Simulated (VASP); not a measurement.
# CsBr (Pm-3m) in VASP: notebook, part 2 of 2

VASP 6.6.1.

## Step 3: Relaxation of volume and atoms at fixed shape, LDA

This run uses another cell than the first one, of 39.37 Å³/atom.

File INCAR:

```
SYSTEM = CsBr
PREC = Accurate ; ENCUT = 500
EDIFF = 1E-7 ; ISMEAR = -1
SIGMA = 0.01 ; LREAL = .False.
LASPH = .True. ; NELM = 120
ALGO = Normal ; ISIF = 8
LWAVE = .False. ; LCHARG = .False.
GGA = CA ; IBRION = 2
NSW = 80 ; EDIFFG = -0.02
GGA_COMPAT = .False. ; NELMIN = 4
```

File KPOINTS:

```
Automatic mesh
0
Gamma
  5 5 5
  0 0 0
```

File POSCAR:

```
CsBr
1.0
    4.2860000000      0.0000000000      0.0000000000
    0.0000000000      4.2860000000      0.0000000000
    0.0000000000      0.0000000000      4.2860000000
Cs Br
1 1
Direct
    0.0000000000      0.0000000000      0.0000000000
    0.5000000000      0.5000000000      0.5000000000
```

Potentials or basis: VASP PAW LDA potentials, release 64 (Cs_sv, Br).

Run with:

```console
$ cat potpaw_LDA.64/Cs_sv/POTCAR potpaw_LDA.64/Br/POTCAR > POTCAR
$ mpirun -np 1 vasp_std > vasp.out
```

OUTCAR:

```text
SYSTEM = CsBr
   PREC = Accurate
   ENCUT = 500
   EDIFF = 1E-7
   ISMEAR = -1
   LREAL = .False.
   LASPH = .True.
   NELM = 120
   ISIF = 8
   GGA = CA
   IBRION = 2
   NSW = 80
   EDIFFG = -0.02
   NELMIN = 4

 ion  position               nearest neighbor table
   1  0.000  0.000  0.000-
   2  0.500  0.500  0.500-

  LATTYP: Found a simple cubic cell.
 ALAT       =     4.2860000000

  Lattice vectors:

 A1 = (   4.2860000000,   0.0000000000,   0.0000000000)
 A2 = (   0.0000000000,   4.2860000000,   0.0000000000)
 A3 = (   0.0000000000,   0.0000000000,   4.2860000000)

Analysis of symmetry for initial positions (statically):
=====================================================================
 Subroutine PRICEL returns:
 Original cell was already a primitive cell.

 Routine SETGRP: Setting up the symmetry group for a
 simple cubic supercell.

 Subroutine GETGRP returns: Found 48 space group operations
 (whereof 48 operations were pure point group operations)
 out of a pool of 48 trial point group operations.

The static configuration has the point symmetry O_h .

Analysis of symmetry for dynamics (positions and initial velocities):
=====================================================================
 Subroutine PRICEL returns:
 Original cell was already a primitive cell.

 Routine SETGRP: Setting up the symmetry group for a
 simple cubic supercell.

 Subroutine GETGRP returns: Found 48 space group operations
 (whereof 48 operations were pure point group operations)
 out of a pool of 48 trial point group operations.

The dynamic configuration has the point symmetry O_h .

 Subroutine INISYM returns: Found 48 space group operations
 (whereof 48 operations are pure point group operations),
 and found     1 'primitive' translations

----------------------------------------------------------------------------------------

                                     Primitive cell

  volume of cell :      78.7329

  direct lattice vectors                    reciprocal lattice vectors
[... 83 lines left out ...]
   NELECT =      16.0000    total number of electrons
   NUPDOWN=      -1.0000    fix difference up-down
   EMIN   =  10.00;   EMAX   =-10.00  energy-range for DOS
   EFERMI =   0.00;   METHOD = LEGACY
   ISMEAR =    -1;   SIGMA  =   0.01  broadening in eV -4-tet -1-fermi 0-gaus
   EFERMI_NEDOS =   21; number of points for ismear=-14 and -15
   IALGO  =     38    algorithm
   IMIX   =      4    mixing-type and parameters
     AMIX     =   0.40;   BMIX     =  1.00
     AMIX_MAG =   1.60;   BMIX_MAG =  1.00
  volume/ion in A,a.u.               =      39.37       265.66
  Fermi-wavevector in a.u.,A,eV,Ry     =   0.962489  1.818841 12.604247  0.926386
  Thomas-Fermi vector in A             =   2.091953
   LORBIT       =      0    0 simple, 1 ext, 2 COOP (PROOUT), +10 PAW based schemes
   GGA     = CA    functional components
   LHFCALC =     F    Hartree Fock is set to
   AEXX    =    0.0000 exact exchange contribution
   IVDW    =     0    specifies the selected vdW correction
   LEPSILON=     F    determine dielectric tensor
   LRPA    =     F    only Hartree local field effects (RPA)
 conjugate gradient relaxation of ions
 non-spin polarized calculation
  energy-cutoff  :      500.00
  volume of cell :       78.73
 maximum number of plane-waves:      2007
 NGX is ok and might be reduce to    32
   NGX = 15   NGY = 15   NGZ = 15

--------------------------------------- Ionic step        1  -------------------------------------------

 number of electron      15.9999998 magnetization

 Free energy of the ion-electron system (eV)
  ---------------------------------------------------
  ext. energy  EPLUGINS =         0.00000000
  ---------------------------------------------------
  free energy    TOTEN  =        -6.75229309 eV

  energy without entropy =       -6.75229309  energy(sigma->0) =       -6.75229309

 E-fermi :  -0.1533     XC(G=0):  -8.4146

 val. band max:       -0.4086639144   @ k =   0.0000   0.0000   0.0000
 cond. band min:       3.7339416150   @ k =   0.0000   0.0000   0.0000
 fundamental gap:      4.1426055294
 Fermi energy:        -0.1533098433

 k-point     1 :       0.0000    0.0000    0.0000
  band No.  band energies     occupation
      1     -20.1270      2.00000
      2     -12.8026      2.00000
      3      -6.7152      2.00000
      4      -6.7152      2.00000
      5      -6.7152      2.00000
      6      -0.4087      2.00000
      7      -0.4087      2.00000
      8      -0.4087      2.00000
      9       3.7339      0.00000
     10       4.2609      0.00000
     11       4.2609      0.00000
     12       8.6302      0.00000
[... 204 lines left out ...]
--------------------------------------- Ionic step        3  -------------------------------------------

 number of electron      16.0000001 magnetization

 Free energy of the ion-electron system (eV)
  ---------------------------------------------------
  ext. energy  EPLUGINS =         0.00000000
  ---------------------------------------------------
  free energy    TOTEN  =        -6.79361844 eV

  energy without entropy =       -6.79361844  energy(sigma->0) =       -6.79361844

 E-fermi :   0.4118     XC(G=0):  -8.8228

 val. band max:        0.1608254262   @ k =   0.0000   0.0000   0.0000
 cond. band min:       4.6752546109   @ k =   0.0000   0.0000   0.0000
 fundamental gap:      4.5144291846
 Fermi energy:         0.4117928498

 k-point     1 :       0.0000    0.0000    0.0000
  band No.  band energies     occupation
      1     -19.4901      2.00000
      2     -12.3914      2.00000
      3      -6.0322      2.00000
      4      -6.0322      2.00000
      5      -6.0322      2.00000
      6       0.1608      2.00000
      7       0.1608      2.00000
      8       0.1608      2.00000
      9       4.6753      0.00000
     10       4.6753      0.00000
     11       4.6854      0.00000
     12       9.4695      0.00000
[... 162 lines left out ...]
  FREE ENERGIE OF THE ION-ELECTRON SYSTEM (eV)
  ---------------------------------------------------
  free  energy   TOTEN  =        -6.7936184366 eV

  energy  without entropy=       -6.7936184366  energy(sigma->0) =       -6.79361844

 reached required accuracy - stopping structural energy minimisation
```

OSZICAR:

```text
N       E                     dE             d eps       ncg     rms          rms(c)
DAV:   1     0.906986050375E+02    0.90699E+02   -0.67091E+03   240   0.112E+03
DAV:   2    -0.422400930168E+00   -0.91121E+02   -0.85965E+02   376   0.170E+02
DAV:   3    -0.695030925225E+01   -0.65279E+01   -0.65039E+01   300   0.541E+01
[... 27 lines left out ...]
DAV:   4    -0.679368074981E+01    0.81896E-03   -0.22086E-03   256   0.319E-01    0.887E-02
DAV:   5    -0.679362570811E+01    0.55042E-04   -0.23600E-04   260   0.101E-01    0.429E-02
DAV:   6    -0.679361879579E+01    0.69123E-05   -0.18014E-05   268   0.289E-02    0.802E-03
DAV:   7    -0.679361850057E+01    0.29522E-06   -0.15692E-06   268   0.724E-03    0.269E-03
DAV:   8    -0.679361843663E+01    0.63939E-07   -0.11751E-07   160   0.291E-03
   3 F= -.67936184E+01 E0= -.67936184E+01  d E =-.413253E-01
```

CONTCAR:

```text
CsBr
   1.00000000000000
     4.1506869651623912    0.0000000000000000    0.0000000000000000
     0.0000000000000000    4.1506869651623912    0.0000000000000000
     0.0000000000000000    0.0000000000000000    4.1506869651623912
  Cs              Br
     1     1
Direct
     0.0000000000000000    0.0000000000000000    0.0000000000000000
     0.5000000000000000    0.5000000000000000    0.5000000000000000

  0.00000000E+00  0.00000000E+00  0.00000000E+00
  0.00000000E+00  0.00000000E+00  0.00000000E+00
```

It took 16 s on 1 thread of Intel Xeon 8259CL, shared host; peak memory 0.16 GiB.

What came out:

- Free energy: -6.7936 eV
- Relaxed volume: 35.75 Å³/atom
- Relaxed cell: a = 4.151 Å, b = 4.151 Å, c = 4.151 Å, α = 90.00°, β = 90.00°, γ = 90.00°
- Space group after relaxing (to 0.1 Å): Pm-3m (No. 221)
- Energy gained by relaxing: 20.7 meV/atom
- Ionic steps: 3
- Pressure after relaxing: 0.0 GPa
- Band gap on the k mesh: 4.51 eV

Step by step:
```tsv
step	energy change (eV)	largest force (eV/Å)	pressure (GPa)	volume (Å³)
1	0.0000	0.0000	-1.62	78.73
2	-0.0339	0.0000	-0.78	74.29
3	-0.0413	0.0000	-0.05	71.51
```

Final structure:
```yaml
crystal:
  lattice:
    - [4.15069, 0.00000, 0.00000]
    - [0.00000, 4.15069, 0.00000]
    - [0.00000, 0.00000, 4.15069]
  atoms:
    - { symbol: Cs, position: [0.00000, 0.00000, 0.00000] }
    - { symbol: Br, position: [0.50000, 0.50000, 0.50000] }
```

Levels at points of the mesh, in eV from the valence-band top:
| k point | band 5 | band 6 | band 7 | band 8 | band 9 | band 10 | band 11 | band 12 |
| --- | --- | --- | --- | --- | --- | --- | --- | --- |
| (0.00, 0.00, 0.00) | -6.19 | 0.00 | 0.00 | 0.00 | 4.51 | 4.51 | 4.52 | 9.31 |

Caveat: spin-orbit coupling is left out, which moves the levels of the heavy elements; an odd mesh through Γ misses points on the zone boundary, where band edges can lie. LDA gaps usually lie below the measured ones, often by a third to a half.
